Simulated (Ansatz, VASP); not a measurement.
# Yb: VASP beside Ansatz

The input POSCAR:

```
Yb
1.0
    0.0000000000      2.6096620394      2.6096620394
    2.6096620394      0.0000000000      2.6096620394
    2.6096620394      2.6096620394      0.0000000000
Yb
1
Direct
    0.0000000000      0.0000000000      0.0000000000
```

The input INCAR.step1:

```
PREC = Accurate
ENCUT = 520
ISMEAR = -1
SIGMA = 0.1
LREAL = False
LASPH = True
NELM = 100
NBANDS = 18
GGA = PE
ALGO = Normal
EDIFF = 1E-4
LWAVE = True
LCHARG = False
```

File INCAR.step2:

```
PREC = Accurate
ENCUT = 520
EDIFF = 1E-6
ISMEAR = -1
SIGMA = 0.1
LREAL = False
LASPH = True
NELM = 100
ALGO = Normal
ISIF = 2
LWAVE = False
LCHARG = False
METAGGA = R2SCAN
LMIXTAU = True
NBANDS = 18
ISTART = 1
```

The input KPOINTS:

```
Automatic mesh
0
Gamma
  6 6 6
```

Input for Ansatz:

```yaml
crystal:
  lattice:
    - [0.0, 2.6096620394, 2.6096620394]
    - [2.6096620394, 0.0, 2.6096620394]
    - [2.6096620394, 2.6096620394, 0.0]
  atoms:
    - { symbol: Yb, position: [0.0, 0.0, 0.0] }
hamiltonian:
  xc: r2scan
  pseudopotentials:
    kind: paw
    azcp:
      Yb: "pseudopotentials/Yb.paw.azcp"
basis:
  ecutwfc: 500
  fft_grid_basis: typed
kpoints:
  mp_grid: { grid: [6, 6, 6], shift: [0, 0, 0] }
magnetization:
  spin_polarized: false
scf:
  occupations: { method: fermi_dirac, width: 0.1 }
  lower_state_search: "off"
output:
  stress: true
```

Alike in both runs: task single point; functional r2SCAN; k mesh 6 × 6 × 6; occupations fermi-dirac, width 0.1 eV; no spin polarisation.

```csv
,VASP,Ansatz
version,VASP 6.6.1,Ansatz 0.2.0
potentials or method,"VASP PAW PBE potentials, release 64 (Yb), cutoff 520 eV","plane waves (500 eV) with PAW, scalar-relativistic"
valence electrons in the cell,24,24
```

|  | VASP | Ansatz | Ansatz less VASP |
| --- | --- | --- | --- |
| pressure (GPa) | -0.2 | 0.0 | +0.24 |

VASP's potentials were made for PBE, not for r2SCAN. The functional is the same, so the differences come from potentials, cutoffs and numerics.

Spin-orbit coupling is off throughout.
